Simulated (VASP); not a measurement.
# CuO (P6_3mc) in VASP: a series of runs

CuO is run at these levels: PBE+U; tasks: single point.

Everything below comes from runs of VASP 6.6.1. Logs are shortened: lines on timing, memory, paths and dates and some standing lists are left out, and cuts for length are marked.

## (1) The cell of the first run

The structure is hexagonal, space group P6_3mc (No. 186). Conventional cell: a = 3.288 Å, b = 3.288 Å, c = 5.385 Å, α = 90.00°, β = 90.00°, γ = 120.00°. Within 2.7 Å of Cu (site symmetry 3m) lie 4 O at 2.01 to 2.02 Å. Within 2.7 Å of O (site symmetry 3m) lie 4 Cu at 2.01 to 2.02 Å.

## (2) Single point, PBE+U

INCAR

```
SYSTEM = CuO
ALGO     = Normal         ! electronic algorithm
EDIFF    = 1E-6           ! SCF threshold, eV
ENCUT    = 520            ! plane-wave cutoff, eV
GGA      = PE             ! functional
ISIF     = 2              ! what is computed and relaxed
ISMEAR   = -1             ! smearing method
LASPH    = .TRUE.         ! aspherical terms in the spheres
LCHARG   = .FALSE.        ! write CHGCAR
LDAU     = .TRUE.         ! DFT+U
LDAUJ    = 0 0          
LDAUL    = 2 -1           ! shell
LDAUPRINT= 1            
LDAUTYPE = 2            
LDAUU    = 3 0            ! U, eV
LMAXMIX  = 4              ! l up to which the mixer works
LREAL    = .FALSE.        ! projectors in reciprocal space
LWAVE    = .FALSE.        ! write WAVECAR
NBANDS   = 25             ! bands
NELM     = 150            ! most SCF steps
PREC     = Accurate       ! precision mode
SIGMA    = 0.05           ! smearing width, eV
```

KPOINTS

```
k-points
0
G
  9 9 5
  0 0 0
```

POSCAR

```
CuO
1.0
    3.2880244300      0.0000000000      0.0000000000
   -1.6440122100      2.8475126800      0.0000000000
    0.0000000000      0.0000000000      5.3850248600
Cu O
2 2
Direct
    0.6666666667      0.3333333333      0.0000000000
    0.3333333333      0.6666666667      0.5000000000
    0.6666666667      0.3333333333      0.6252000000
    0.3333333333      0.6666666667      0.1252000000
```

Potentials or basis: VASP PAW PBE potentials, release 64 (Cu, O).

Started as:

```sh
> cat potpaw_PBE.64/Cu/POTCAR potpaw_PBE.64/O/POTCAR > POTCAR
> mpirun -np 1 vasp_std > vasp.out
```

OUTCAR:

```text
SYSTEM = CuO
   EDIFF = 1E-6
   ENCUT = 520
   GGA = PE
   ISIF = 2
   ISMEAR = -1
   LASPH = .TRUE.
   LREAL = .FALSE.
   NELM = 150
   PREC = Accurate

 ion  position               nearest neighbor table
   1  0.667  0.333  0.000-   4 2.01   4 2.01   4 2.01   3 2.02
   2  0.333  0.667  0.500-   3 2.01   3 2.01   3 2.01   4 2.02
   3  0.667  0.333  0.625-   2 2.01   2 2.01   2 2.01   1 2.02
   4  0.333  0.667  0.125-   1 2.01   1 2.01   1 2.01   2 2.02

  LATTYP: Found a hexagonal cell.
 ALAT       =     3.2880244300
 C/A-ratio  =     1.6377691148

  Lattice vectors:

 A1 = (   3.2880244300,   0.0000000000,   0.0000000000)
 A2 = (  -1.6440122100,   2.8475126800,   0.0000000000)
 A3 = (   0.0000000000,   0.0000000000,   5.3850248600)

Analysis of symmetry for initial positions (statically):
=====================================================================
 Subroutine PRICEL returns:
 Original cell was already a primitive cell.

 Routine SETGRP: Setting up the symmetry group for a
 hexagonal supercell.

 Subroutine GETGRP returns: Found 12 space group operations
 (whereof  6 operations were pure point group operations)
 out of a pool of 24 trial point group operations.

The static configuration has the point symmetry C_3v.
 The point group associated with its full space group is C_6v.

Analysis of symmetry for dynamics (positions and initial velocities):
=====================================================================
 Subroutine PRICEL returns:
 Original cell was already a primitive cell.

 Routine SETGRP: Setting up the symmetry group for a
 hexagonal supercell.

 Subroutine GETGRP returns: Found 12 space group operations
 (whereof  6 operations were pure point group operations)
 out of a pool of 24 trial point group operations.

The dynamic configuration has the point symmetry C_3v.
 The point group associated with its full space group is C_6v.

 Subroutine INISYM returns: Found 12 space group operations
 (whereof  6 operations are pure point group operations),
 and found     1 'primitive' translations

----------------------------------------------------------------------------------------

                                     Primitive cell

  volume of cell :      50.4183

  direct lattice vectors                    reciprocal lattice vectors
     3.288024430  0.000000000  0.000000000     0.304133993  0.175591843  0.000000000
    -1.644012210  2.847512680  0.000000000     0.000000000  0.351183686  0.000000000
     0.000000000  0.000000000  5.385024860     0.000000000  0.000000000  0.185700164

  length of vectors
     3.288024430  3.288024423  5.385024860     0.351183686  0.351183686  0.185700164

  position of ions in fractional coordinates (direct lattice)
     0.666666667  0.333333333  0.000000000
     0.333333333  0.666666667  0.500000000
     0.666666667  0.333333333  0.625200000
     0.333333333  0.666666667  0.125200000

  ion indices of the primitive-cell ions
   primitive index   ion index
                 1           1
                 2           2
                 3           3
                 4           4

----------------------------------------------------------------------------------------

 KPOINTS: k-points

Automatic generation of k-mesh.
 Grid dimensions read from file:
 generate k-points for:    9    9    5

 Generating k-lattice:

[... 88 lines left out ...]
   U (eV)           for each species LDAUU =   3.0  0.0
   J (eV)           for each species LDAUJ =   0.0  0.0
   GGA     = PE    functional components
   LHFCALC =     F    Hartree Fock is set to
   AEXX    =    0.0000 exact exchange contribution
   IVDW    =     0    specifies the selected vdW correction
   LEPSILON=     F    determine dielectric tensor
   LRPA    =     F    only Hartree local field effects (RPA)
 non-spin polarized calculation
  energy-cutoff  :      520.00
  volume of cell :       50.42
 maximum number of plane-waves:      1371
   NGX = 13   NGY = 13   NGZ = 21

atom =   1  type =  1  l = 2

 onsite density matrix

spin component  1

  0.9168  0.0000 -0.0000 -0.0303 -0.0000
  0.0000  0.9334  0.0000  0.0000 -0.0303
 -0.0000  0.0000  0.9104  0.0000 -0.0000
 -0.0303  0.0000  0.0000  0.9334 -0.0000
 -0.0000 -0.0303 -0.0000 -0.0000  0.9168

spin component  2

  0.9168  0.0000 -0.0000 -0.0303 -0.0000
  0.0000  0.9334  0.0000  0.0000 -0.0303
 -0.0000  0.0000  0.9104  0.0000 -0.0000
 -0.0303  0.0000  0.0000  0.9334 -0.0000
 -0.0000 -0.0303 -0.0000 -0.0000  0.9168

 occupancies and eigenvectors

  o =  0.8937  v =  0.3177 -0.5562 -0.0000  0.2425 -0.7286  0.0000  0.0000  0.0000  0.0000  0.0000      0.0000  0.0000  0.0000  0.0000  0.0000  0.0000  0.0000  0.0000  0.0000  0.0000
  o =  0.8937  v =  0.0000  0.0000  0.0000  0.0000  0.0000  0.3177 -0.5562 -0.0000  0.2425 -0.7286      0.0000  0.0000  0.0000  0.0000  0.0000  0.0000  0.0000  0.0000  0.0000  0.0000
  o =  0.8937  v = -0.7286 -0.2425 -0.0000 -0.5562 -0.3177  0.0000  0.0000  0.0000  0.0000  0.0000      0.0000  0.0000  0.0000  0.0000  0.0000  0.0000  0.0000  0.0000  0.0000  0.0000
  o =  0.8937  v =  0.0000  0.0000  0.0000  0.0000  0.0000 -0.7286 -0.2425 -0.0000 -0.5562 -0.3177      0.0000  0.0000  0.0000  0.0000  0.0000  0.0000  0.0000  0.0000  0.0000  0.0000
  o =  0.9104  v =  0.0000  0.0000 -1.0000  0.0000  0.0000  0.0000  0.0000  0.0000  0.0000  0.0000      0.0000  0.0000  0.0000  0.0000  0.0000  0.0000  0.0000  0.0000  0.0000  0.0000
  o =  0.9104  v =  0.0000  0.0000  0.0000  0.0000  0.0000  0.0000  0.0000 -1.0000  0.0000  0.0000      0.0000  0.0000  0.0000  0.0000  0.0000  0.0000  0.0000  0.0000  0.0000  0.0000
  o =  0.9565  v =  0.0000  0.0000  0.0000  0.0000  0.0000  0.2425  0.7286  0.0000 -0.3177 -0.5562      0.0000  0.0000  0.0000  0.0000  0.0000  0.0000  0.0000  0.0000  0.0000  0.0000
  o =  0.9565  v =  0.2425  0.7286  0.0000 -0.3177 -0.5562  0.0000  0.0000  0.0000  0.0000  0.0000      0.0000  0.0000  0.0000  0.0000  0.0000  0.0000  0.0000  0.0000  0.0000  0.0000
  o =  0.9565  v =  0.0000  0.0000  0.0000  0.0000  0.0000 -0.5562  0.3177  0.0000  0.7286 -0.2425      0.0000  0.0000  0.0000  0.0000  0.0000  0.0000  0.0000  0.0000  0.0000  0.0000
  o =  0.9565  v = -0.5562  0.3177  0.0000  0.7286 -0.2425  0.0000  0.0000  0.0000  0.0000  0.0000      0.0000  0.0000  0.0000  0.0000  0.0000  0.0000  0.0000  0.0000  0.0000  0.0000

atom =   2  type =  1  l = 2

 onsite density matrix

spin component  1

  0.9168 -0.0000 -0.0000  0.0303 -0.0000
 -0.0000  0.9334 -0.0000  0.0000  0.0303
 -0.0000 -0.0000  0.9104 -0.0000 -0.0000
  0.0303  0.0000 -0.0000  0.9334  0.0000
 -0.0000  0.0303 -0.0000  0.0000  0.9168

spin component  2

  0.9168 -0.0000 -0.0000  0.0303 -0.0000
 -0.0000  0.9334 -0.0000  0.0000  0.0303
 -0.0000 -0.0000  0.9104 -0.0000 -0.0000
  0.0303  0.0000 -0.0000  0.9334  0.0000
 -0.0000  0.0303 -0.0000  0.0000  0.9168

 occupancies and eigenvectors

  o =  0.8937  v = -0.3177 -0.5562  0.0000  0.2425  0.7286  0.0000  0.0000  0.0000  0.0000  0.0000      0.0000  0.0000  0.0000  0.0000  0.0000  0.0000  0.0000  0.0000  0.0000  0.0000
  o =  0.8937  v =  0.0000  0.0000  0.0000  0.0000  0.0000 -0.3177 -0.5562  0.0000  0.2425  0.7286      0.0000  0.0000  0.0000  0.0000  0.0000  0.0000  0.0000  0.0000  0.0000  0.0000
  o =  0.8937  v =  0.7286 -0.2425  0.0000 -0.5562  0.3177  0.0000  0.0000  0.0000  0.0000  0.0000      0.0000  0.0000  0.0000  0.0000  0.0000  0.0000  0.0000  0.0000  0.0000  0.0000
  o =  0.8937  v =  0.0000  0.0000  0.0000  0.0000  0.0000  0.7286 -0.2425  0.0000 -0.5562  0.3177      0.0000  0.0000  0.0000  0.0000  0.0000  0.0000  0.0000  0.0000  0.0000  0.0000
  o =  0.9104  v =  0.0000 -0.0000 -1.0000 -0.0000  0.0000  0.0000  0.0000  0.0000  0.0000  0.0000      0.0000  0.0000  0.0000  0.0000  0.0000  0.0000  0.0000  0.0000  0.0000  0.0000
  o =  0.9104  v =  0.0000  0.0000  0.0000  0.0000  0.0000  0.0000 -0.0000 -1.0000 -0.0000  0.0000      0.0000  0.0000  0.0000  0.0000  0.0000  0.0000  0.0000  0.0000  0.0000  0.0000
  o =  0.9565  v =  0.0000  0.0000  0.0000  0.0000  0.0000  0.2425 -0.7286  0.0000  0.3177 -0.5562      0.0000  0.0000  0.0000  0.0000  0.0000  0.0000  0.0000  0.0000  0.0000  0.0000
  o =  0.9565  v =  0.2425 -0.7286  0.0000  0.3177 -0.5562  0.0000  0.0000  0.0000  0.0000  0.0000      0.0000  0.0000  0.0000  0.0000  0.0000  0.0000  0.0000  0.0000  0.0000  0.0000
  o =  0.9565  v =  0.0000  0.0000  0.0000  0.0000  0.0000 -0.5562 -0.3177  0.0000 -0.7286 -0.2425      0.0000  0.0000  0.0000  0.0000  0.0000  0.0000  0.0000  0.0000  0.0000  0.0000
  o =  0.9565  v = -0.5562 -0.3177  0.0000 -0.7286 -0.2425  0.0000  0.0000  0.0000  0.0000  0.0000      0.0000  0.0000  0.0000  0.0000  0.0000  0.0000  0.0000  0.0000  0.0000  0.0000

 number of electron      34.0000003 magnetization

 Free energy of the ion-electron system (eV)
  ---------------------------------------------------
  ext. energy  EPLUGINS =         0.00000000
  ---------------------------------------------------
  free energy    TOTEN  =       -16.73643203 eV

  energy without entropy =      -16.68905984  energy(sigma->0) =      -16.71274594

 E-fermi :   2.6595     XC(G=0): -10.5192

 val. band max:        2.6585102037   @ k =   0.1111   0.0000   0.2000
 cond. band min:       2.6954747530   @ k =   0.1111   0.0000   0.4000
 fundamental gap:      0.0369645494
 Fermi energy:         2.6595368382

 k-point     1 :       0.0000    0.0000    0.0000
  band No.  band energies     occupation
      1     -15.3120      2.00000
      2     -14.7989      2.00000
      3      -2.3438      2.00000
      4      -1.6515      2.00000
      5      -1.6478      2.00000
      6      -1.6478      2.00000
[... 661 lines left out ...]
     24      13.1812      0.00000
     25      16.2924      0.00000

 [... further k-points ...]
[... 5 lines left out ...]
  --------------------------------------------------------------------------------------
  -------------------------------------------------------------------------------------
  Total       -3.1789988     -3.1789988     -2.6805010     -0.0000000     -0.0000000      0.0000000
  in kB     -101.0212024   -101.0212021    -85.1801001     -0.0000002     -0.0000000      0.0000000
  external PRESSURE =     -95.7408349 kB  Pullay stress =       0.0000000 kB

 VOLUME and BASIS-vectors are now :
 -----------------------------------------------------------------------------
  energy-cutoff  :      520.00
  volume of cell :       50.42
      direct lattice vectors                 reciprocal lattice vectors
     3.288024430  0.000000000  0.000000000     0.304133993  0.175591843  0.000000000
    -1.644012210  2.847512680  0.000000000     0.000000000  0.351183686  0.000000000
     0.000000000  0.000000000  5.385024860     0.000000000  0.000000000  0.185700164

 POSITION                                       TOTAL-FORCE (eV/Angst)
 -----------------------------------------------------------------------------------
      1.64401      0.94917      0.00000        -0.000000      0.000000     -0.050070
      0.00000      1.89834      2.69251        -0.000000     -0.000000     -0.050070
      1.64401      0.94917      3.36672        -0.000000     -0.000000      0.050070
      0.00000      1.89834      0.67421         0.000000      0.000000      0.050070
 -----------------------------------------------------------------------------------
    total drift:                               -0.000000     -0.000000      0.000518

  FREE ENERGIE OF THE ION-ELECTRON SYSTEM (eV)
  ---------------------------------------------------
  free  energy   TOTEN  =       -16.7364320317 eV

  energy  without entropy=      -16.6890598393  energy(sigma->0) =      -16.71274594
```

Run time: 41 s. Hardware: 1 thread of Intel Xeon 8259CL, shared host; peak memory 0.18 GiB.

What came out:

```yaml
Free_energy: -16.7364 eV
Pressure: -9.6 GPa
Largest_force: 0.050 eV/Å
Band_gap_on_the_k_mesh: zero (bands 17 and 18 overlap by 1.39 eV)
```

Forces on the atoms (eV/Å):
```
Cu   0.000  0.000 -0.050
Cu   0.000  0.000 -0.050
O    0.000  0.000  0.050
O    0.000  0.000  0.050
```

Stress tensor (GPa, compression positive):
```
-10.10   0.00   0.00
  0.00 -10.10   0.00
  0.00   0.00  -8.52
```

Eigenvalues of the final occupation matrices:
```
    site  spin  trace               eigenvalues
site 1 d     1   4.61  0.89 0.89 0.91 0.96 0.96
site 1 d     2   4.61  0.89 0.89 0.91 0.96 0.96
site 2 d     1   4.61  0.89 0.89 0.91 0.96 0.96
site 2 d     2   4.61  0.89 0.89 0.91 0.96 0.96
```

Caveat: the cell stands under tension; U without spin polarisation on a metal has little footing.

## (3) Single point, PBE+U

INCAR

```
SYSTEM = CuO
PREC     = Accurate       ! precision mode
ENCUT    = 520            ! plane-wave cutoff, eV
EDIFF    = 1E-6           ! SCF threshold, eV
ISMEAR   = -1             ! smearing method
SIGMA    = 0.05           ! smearing width, eV
LREAL    = .False.        ! projectors in reciprocal space
LASPH    = .True.         ! aspherical terms in the spheres
NELM     = 150            ! most SCF steps
ALGO     = Normal         ! electronic algorithm
ISIF     = 2              ! what is computed and relaxed
LWAVE    = .False.        ! write WAVECAR
LCHARG   = .True.         ! write CHGCAR
LMAXMIX  = 4              ! l up to which the mixer works
LDAU     = .True.         ! DFT+U
LDAUTYPE = 2            
LDAUL    = 2 -1           ! shell
LDAUU    = 4 0            ! U, eV
LDAUJ    = 0 0          
LDAUPRINT= 1            
GGA      = PE             ! functional
LELF     = .True.         ! ELF
LVHAR    = .True.       
NBANDS   = 25             ! bands
```

KPOINTS

```
Automatic mesh
0
Gamma
  9 9 5
  0 0 0
```

POSCAR is that of step 2.

Potentials or basis: VASP PAW PBE potentials, release 64 (Cu, O).

Started as:

```sh
> cat potpaw_PBE.64/Cu/POTCAR potpaw_PBE.64/O/POTCAR > POTCAR
> mpirun -np 1 vasp_std > vasp.out
```

Run time: 48 s. Hardware: 1 thread of Intel Xeon 8259CL, shared host; peak memory 0.18 GiB.

Results (log left out):

* Free energy: -16.0407 eV
* Pressure: -9.8 GPa
* Largest force: 0.042 eV/Å
* Band gap on the k mesh: zero (bands 17 and 18 overlap by 1.40 eV)

Forces in eV/Å, atoms in the order of the input:
```
Cu   0.000  0.000 -0.042
Cu   0.000  0.000 -0.042
O    0.000  0.000  0.042
O    0.000  0.000  0.042
```

Stress tensor (GPa, compression positive):
```
-10.37   0.00   0.00
  0.00 -10.37   0.00
  0.00   0.00  -8.69
```

Levels at points of the mesh, in eV from the Fermi level:
```csv
k point,band 13,band 14,band 15,band 16,band 17,band 18,band 19,band 20,band 21,band 22
"(0.00, 0.00, 0.00)",-1.90,0.05,0.05,0.67,0.78,0.78,1.57,6.31,8.21,14.11
```

Eigenvalues of the final occupation matrices:
```csv
site,spin,trace,eigenvalues
site 1 d,1,4.63,0.90 0.90 0.92 0.96 0.96
site 1 d,2,4.63,0.90 0.90 0.92 0.96 0.96
site 2 d,1,4.63,0.90 0.90 0.92 0.96 0.96
site 2 d,2,4.63,0.90 0.90 0.92 0.96 0.96
```

Caveat: the cell stands under tension; U without spin polarisation on a metal has little footing.

## (4) Single point, PBE+U

INCAR

```
PREC = Accurate
ENCUT = 520
EDIFF = 1E-6
ISMEAR = -1
SIGMA = 0.05
LREAL = F
LASPH = T
NELM = 150
ALGO = Normal
ISIF = 2
LWAVE = F
LCHARG = F
LMAXMIX = 4
LDAU = T
LDAUTYPE = 2
LDAUL = 2 -1
LDAUU = 5 0
LDAUJ = 0 0
LDAUPRINT = 1
GGA = PE
NBANDS = 25
```

KPOINTS

```
regular mesh
0
Gamma
  9 9 5
```

POSCAR is that of step 3.

Started as:

```sh
> cat potpaw_PBE.64/Cu/POTCAR potpaw_PBE.64/O/POTCAR > POTCAR
> mpirun -np 1 vasp_std > vasp.out
```

Run time: 46 s. Hardware: 1 thread of Intel Xeon 8259CL, shared host; peak memory 0.18 GiB.

Results (log left out):

* Free energy: -15.3737 eV
* Pressure: -10.0 GPa
* Largest force: 0.033 eV/Å
* Band gap on the k mesh: zero (bands 17 and 18 overlap by 1.43 eV)

Forces in eV/Å, atoms in the order of the input:
```
Cu   0.000  0.000 -0.033
Cu   0.000  0.000 -0.033
O    0.000  0.000  0.033
O    0.000  0.000  0.033
```

Stress tensor (GPa, compression positive):
```
-10.60   0.00   0.00
  0.00 -10.60   0.00
  0.00   0.00  -8.85
```

Levels at points of the mesh, in eV from the Fermi level:
| k point | band 13 | band 14 | band 15 | band 16 | band 17 | band 18 | band 19 | band 20 | band 21 | band 22 |
| --- | --- | --- | --- | --- | --- | --- | --- | --- | --- | --- |
| (0.00, 0.00, 0.00) | -2.00 | 0.05 | 0.05 | 0.67 | 0.79 | 0.79 | 1.72 | 6.47 | 8.33 | 14.26 |

Eigenvalues of the final occupation matrices:
```
    site  spin  trace               eigenvalues
site 1 d     1   4.64  0.90 0.90 0.92 0.96 0.96
site 1 d     2   4.64  0.90 0.90 0.92 0.96 0.96
site 2 d     1   4.64  0.90 0.90 0.92 0.96 0.96
site 2 d     2   4.64  0.90 0.90 0.92 0.96 0.96
```

Caveat: the cell stands under tension; U without spin polarisation on a metal has little footing.

## (5) The runs side by side

```tsv
U	gap on the mesh (eV)	pressure (GPa)	largest force (eV/Å)
Cu d U = 3.0 eV	none	-9.6	0.05
Cu d U = 4.0 eV	none	-9.8	0.04
Cu d U = 5.0 eV	none	-10.0	0.03
```

Alike in all rows: task single point; level PBE+U; potentials or basis VASP PAW PBE potentials, release 64 (Cu, O); no spin polarisation; cell as given; k mesh 9 × 9 × 5; cutoff (eV) 520; smearing fermi-dirac 0.05 eV.

Caveats: the cell stands under tension; U without spin polarisation on a metal has little footing.

Absolute energies hang on the potentials; compare differences alone.
